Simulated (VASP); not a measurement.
Here is a VASP 6.6.1 calculation.

File INCAR:

```
SYSTEM = Si9O16
PREC = Accurate
ENCUT = 520
EDIFF = 1E-7
ISMEAR = -1
SIGMA = 0.02
LREAL = Auto
LASPH = .TRUE.
NELM = 80
ALGO = Normal
ISIF = 2
LWAVE = .FALSE.
LCHARG = .FALSE.
GGA = PE
NBANDS = 84
```

File KPOINTS:

```
regular mesh
0
G
  2 2 2
  0 0 0
```

The input POSCAR:

```
Si9O16
1.0
   -4.1520000000     -4.1520000000      0.0000000000
    4.1520000000     -4.1520000000      0.0000000000
    0.0000000000      0.0000000000      5.3180000000
Si O
9 16
Direct
    0.5381262042      0.4713872832     -0.0127115457
    0.0368015414      0.4811897881      0.2234862730
    0.5340197495      0.4813945087      0.4689732982
    0.0315992293      0.5571531792      0.7260060173
   -0.0069484586     -0.0002769750      0.0068822866
    0.5061657033     -0.0091522158      0.2507145543
    0.0130298651      0.0081647399      0.4858217375
    0.6378612717      0.0295038536      0.7482324182
    0.3320207129      0.8355370906      0.7465964648
    0.2057321773      0.5056599229     -0.0111508086
    0.0154744701      0.1906430636      0.2381910493
    0.8072013487      0.4579479769     -0.0259496051
   -0.0080924855      0.7893545279      0.2621662279
    0.2161368015      0.4581165703      0.4909740504
    0.0049132948      0.1756262042      0.7588191049
    0.8124036609      0.4684007707      0.4947912749
   -0.1385717726      0.8125361272      0.7594020308
    0.7209537572      0.0480491329      0.0513162843
    0.5232899807      0.6883188825      0.2395261376
    0.2841763006     -0.0516859345      0.0517111696
    0.5098747592      0.2918834297      0.2340541557
    0.7175578035      0.0401734104      0.4500188041
    0.5031791908      0.6240125241      0.7389432117
    0.3023723507     -0.0101758189      0.4791462956
    0.5125842967      0.2768424855      0.7380030086
```

Potentials or basis: VASP PAW PBE potentials, release 64 (Si, O).

The run is started by

```sh
$ cat potpaw_PBE.64/Si/POTCAR potpaw_PBE.64/O/POTCAR > POTCAR
$ mpirun -np 1 vasp_std > vasp.out
```

Q: Estimate the pressure.

A: 58.1 GPa.

Q: Predict the band gap on the k mesh.

A: 2.05 eV.

Forces in eV/Å, atoms in the order of the input:
```
Si   0.584  2.901  0.728
Si   2.974  2.596  3.340
Si  -0.200  2.433  1.692
Si   1.233  1.089 -0.328
Si  -2.573  0.178  0.936
Si   0.344  0.479 -0.773
Si  -0.012  1.197  0.198
Si  -0.117  1.017  0.792
Si   2.143 -1.613  1.268
O   -1.818 -0.190 -0.427
O   -0.438 -2.777  0.763
O   -2.404 -5.165  1.617
O   -0.397  1.353 -0.512
O    0.914 -0.244 -1.654
O   -0.776 -0.146 -1.892
O   -1.804 -3.233 -0.784
O   -0.858 -1.529  0.332
O    0.347  2.769 -2.602
O   -0.919  0.040  0.144
O    0.796 -0.499 -2.451
O    2.781  0.522 -0.065
O   -1.029  0.406  2.385
O    0.135 -1.459 -1.538
O    0.818 -0.006 -1.434
O    0.278 -0.121  0.267
```

Caveat: the k points lie up to 0.59 Å⁻¹ apart.
